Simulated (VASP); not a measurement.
Input of a VASP 6.6.1 run:

The input INCAR:

```
SYSTEM = Ni3Ge
  PREC = Accurate
  ENCUT = 520
  EDIFF = 1E-7
  ISMEAR = -1
  SIGMA = 0.1
  LREAL = .False.
  LASPH = .True.
  NELM = 150
  ALGO = Normal
  ISIF = 2
  LWAVE = .False.
  LCHARG = .True.
  ISPIN = 2
  MAGMOM = 1.05 1.05 1.05 0.18
  LORBIT = 11
  NUPDOWN = 3.2
  LMAXMIX = 4
  LELF = .True.
  LVHAR = .True.
  NBANDS = 34
```

The input KPOINTS:

```
regular mesh
0
Gamma
  6 6 6
  0 0 0
```

Contents of POSCAR:

```
Ni3Ge
1.0
    3.5303340000      0.0000000000      0.0000000000
    0.0000000000      3.5303340000      0.0000000000
    0.0000000000      0.0000000000      3.5303340000
Ni Ge
3 1
Direct
    0.5000000000      0.0000000000      0.5000000000
    0.0000000000      0.5000000000      0.5000000000
    0.5000000000      0.5000000000      0.0000000000
    0.0000000000      0.0000000000      0.0000000000
```

Potentials or basis: VASP PAW LDA potentials, release 64 (Ni, Ge_d).

Run with:

```sh
$ cat potpaw_LDA.64/Ni/POTCAR potpaw_LDA.64/Ge_d/POTCAR > POTCAR
$ mpirun -np 1 vasp_std > vasp.out
```

Estimate the pressure.

2.3 GPa.

Caveat: the total moment is fixed, so each spin has its own Fermi level.
